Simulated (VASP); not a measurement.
## Ca5Ge2N6: electric field gradients with PBE

The system is Ca5Ge2N6.

```
CELL_PARAMETERS angstrom
5.14283 -3.01175 0.00000
5.14283 3.01175 0.00000
-2.04739 0.00000 12.94831
ATOMIC_POSITIONS crystal
Ca 0.32944 0.82749 0.50731
Ca 0.17251 0.67056 0.99269
Ca 0.67056 0.17251 0.49269
Ca 0.82749 0.32944 0.00731
Ca 0.24105 0.05986 0.21501
Ca 0.94014 0.75895 0.28499
Ca 0.75895 0.94014 0.78499
Ca 0.05986 0.24105 0.71501
Ca 0.62075 0.37925 0.25000
Ca 0.37925 0.62075 0.75000
Ge 0.65262 0.90927 0.08080
Ge 0.09073 0.34738 0.41920
Ge 0.34738 0.09073 0.91921
Ge 0.90927 0.65262 0.58079
N 0.90719 0.99521 0.12954
N 0.00479 0.09281 0.37046
N 0.09281 0.00479 0.87046
N 0.99521 0.90719 0.62954
N 0.62599 0.68216 0.15745
N 0.31784 0.37400 0.34255
N 0.37400 0.31784 0.84255
N 0.68216 0.62599 0.65745
N 0.31381 0.22459 0.06242
N 0.77541 0.68619 0.43758
N 0.68619 0.77541 0.93758
N 0.22459 0.31381 0.56242
```

```yaml
Program: VASP 6.6.1
Task: electric field gradients
Functional: PBE
Potentials_or_basis: VASP PAW PBE potentials, release 64 (Ca_sv, Ge_d, N)
Cutoff: 520 eV
k_mesh: 6 × 6 × 3
Occupations: fermi-dirac, width 0.02 eV
Spin: no spin polarisation
Dipole_correction: no
Further_INCAR_settings: LREAL = Auto; ALGO = Normal; EDIFF = 1e-08; NBANDS = 127
```

The pressure is 0.2 GPa and the largest force is 0.039 eV/Å. The band gap on the k mesh is 1.96 eV (least direct gap 2.14 eV). The largest electric field gradient by atom is Ca +49.2, +42.4, -53.8 (each value once); Ge +68.7; N +34.5, +31.3, -44.1 (each value once) V/Å².

Forces in eV/Å, atoms in the order of the input:
```
Ca  -0.005 -0.010 -0.004
Ca   0.005 -0.010  0.004
Ca   0.005  0.010  0.004
Ca  -0.005  0.010 -0.004
Ca   0.004  0.002  0.004
Ca  -0.004  0.002 -0.004
Ca  -0.004 -0.002 -0.004
Ca   0.004 -0.002  0.004
Ca   0.000  0.005  0.000
Ca   0.000 -0.005  0.000
Ge  -0.016  0.021 -0.029
Ge   0.016  0.021  0.029
Ge   0.016 -0.021  0.029
Ge  -0.016 -0.021 -0.029
N    0.018 -0.007  0.008
N   -0.018 -0.007 -0.008
N   -0.018  0.007 -0.008
N    0.018  0.007  0.008
N   -0.006 -0.008  0.000
N    0.006 -0.008  0.000
N    0.006  0.008  0.000
N   -0.006  0.008  0.000
N    0.008 -0.008  0.002
N   -0.008 -0.008 -0.002
N   -0.008  0.008 -0.002
N    0.008  0.008  0.002
```

Levels at points of the mesh, in eV from the valence-band top:
```
           k point  band 105  band 106  band 107  band 108  band 109  band 110  band 111  band 112
(0.00, 0.00, 0.00)     -0.50     -0.40     -0.21     -0.18      1.96      3.21      3.49      3.51
(0.50, 0.00, 0.00)     -0.57     -0.51     -0.24     -0.16      2.96      3.10      3.39      3.43
(0.50, 0.50, 0.00)     -0.45     -0.28     -0.25      0.00      2.70      2.75      2.89      3.13
```

Electric field gradients, principal values (V/Å²):
| atom | least | middle | greatest (by size) |
| --- | --- | --- | --- |
| 1 Ca | -17.012 | -32.173 | 49.185 |
| 2 Ca | -17.012 | -32.173 | 49.185 |
| 3 Ca | -17.012 | -32.173 | 49.185 |
| 4 Ca | -17.012 | -32.173 | 49.185 |
| 5 Ca | -16.810 | -25.585 | 42.395 |
| 6 Ca | -16.810 | -25.585 | 42.395 |
| 7 Ca | -16.810 | -25.585 | 42.395 |
| 8 Ca | -16.810 | -25.585 | 42.395 |
| 9 Ca | 7.377 | 46.433 | -53.810 |
| 10 Ca | 7.377 | 46.433 | -53.810 |
| 11 Ge | -4.921 | -63.790 | 68.711 |
| 12 Ge | -4.921 | -63.790 | 68.711 |
| 13 Ge | -4.921 | -63.790 | 68.711 |
| 14 Ge | -4.921 | -63.790 | 68.711 |
| 15 N | -12.049 | -22.468 | 34.517 |
| 16 N | -12.049 | -22.468 | 34.517 |
| 17 N | -12.049 | -22.468 | 34.517 |
| 18 N | -12.049 | -22.468 | 34.517 |
| 19 N | -13.242 | -18.097 | 31.340 |
| 20 N | -13.242 | -18.097 | 31.340 |
| 21 N | -13.242 | -18.097 | 31.340 |
| 22 N | -13.242 | -18.097 | 31.340 |
| 23 N | 15.028 | 29.039 | -44.067 |
| 24 N | 15.028 | 29.039 | -44.067 |
| 25 N | 15.028 | 29.039 | -44.067 |
| 26 N | 15.028 | 29.039 | -44.067 |

Wall time 75 min on 1 thread of Intel(R) Xeon(R) 6975P-C (Granite Rapids), with other jobs on the host, peak memory 1.2 GiB.

Caveat: without QUAD_EFG the Cq values of the log hold for a quadrupole moment of 1 mb, not for the nuclei. A k mesh can miss the band edges.
